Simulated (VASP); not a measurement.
Input of a VASP 6.6.1 run:

File INCAR:

```
PREC     = Accurate       # precision mode
ENCUT    = 600            # plane-wave cutoff, eV
EDIFF    = 1E-7           # SCF threshold, eV
ISMEAR   = 0              # smearing method
SIGMA    = 0.02           # smearing width, eV
LREAL    = F              # projectors in reciprocal space
LASPH    = T              # aspherical terms in the spheres
NELM     = 120            # most SCF steps
ALGO     = Normal         # electronic algorithm
ISIF     = 3              # what is computed and relaxed
LWAVE    = F              # write WAVECAR
LCHARG   = F              # write CHGCAR
GGA      = PE             # functional
IBRION   = 2              # ionic algorithm
NSW      = 50             # ionic steps
EDIFFG   = -0.003         # ionic threshold
GGA_COMPAT= F            
NELMIN   = 4
```

KPOINTS

```
Automatic mesh
0
Gamma
  10 10 10
```

Contents of POSCAR:

```
AlN
1.0
    0.0000000000      2.2103934432      2.2103934432
    2.2103934432      0.0000000000      2.2103934432
    2.2103934432      2.2103934432      0.0000000000
Al N
1 1
Direct
    0.0000000000      0.0000000000      0.0000000000
    0.7500000000      0.7500000000      0.7500000000
```

Potentials or basis: VASP PAW PBE potentials, release 64 (Al, N).

The run is started by

```bash
$ cat potpaw_PBE.64/Al/POTCAR potpaw_PBE.64/N/POTCAR > POTCAR
$ mpirun -np 1 vasp_std > vasp.out
```

(1) Predict the space group after relaxing (to 0.05 Å).

(2) What does it give for the relaxed volume?

## Answers

(1) F-43m (No. 216).

(2) 10.65 Å³/atom.
